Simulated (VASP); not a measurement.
Write the native input for VASP 6.6.1 that does the following.

```
Task                   : single point
Functional             : revPBE
Potentials or basis    : VASP PAW PBE potentials, release 64 (Zr_sv)
Cutoff                 : 520 eV
k mesh                 : 18 × 18 × 10
Occupations            : fermi-dirac, width 0.1 eV
Spin                   : no spin polarisation
Dipole correction      : no
Further INCAR settings : ALGO = Normal; EDIFF = 1e-06; NBANDS = 19
```

The structure of Zr lies in POSCAR:

```
Zr
1.0
    3.1630864110      0.0000000000      0.0000000000
   -1.5815432055      2.7393131863      0.0000000000
    0.0000000000      0.0000000000      5.0565272291
Zr
2
Direct
    0.3333333333      0.6666666667      0.2500000000
    0.6666666667      0.3333333333      0.7500000000
```

This cell differs from its parent crystal: volume scaled by 0.92.

These files were run (other wordings do the same):

INCAR

```
SYSTEM = Zr
PREC = Accurate ; ENCUT = 520
EDIFF = 1E-6 ; ISMEAR = -1
SIGMA = 0.1 ; LREAL = .FALSE.
LASPH = .TRUE. ; NELM = 60
ALGO = Normal ; ISIF = 2
LWAVE = .FALSE. ; LCHARG = .FALSE.
GGA = RE ; NBANDS = 19
```

KPOINTS

```
regular mesh
0
G
  18 18 10
  0 0 0
```

Potentials or basis: VASP PAW PBE potentials, release 64 (Zr_sv).

Run with:

```console
$ cat potpaw_PBE.64/Zr_sv/POTCAR > POTCAR
$ mpirun -np 1 vasp_std > vasp.out
```

Results of the run:

* Pressure: 8.6 GPa
* Band gap on the k mesh: zero (band 12 reaches 10.72 eV, above the bottom of band 13 at 9.48 eV)

Caveat: the PAW data sets were made with another functional, which shifts forces and pressure a little.

Run time: 54 s on 1 thread of Intel(R) Xeon(R) 6975P-C (Granite Rapids), on a shared host, peak memory 0.27 GiB.
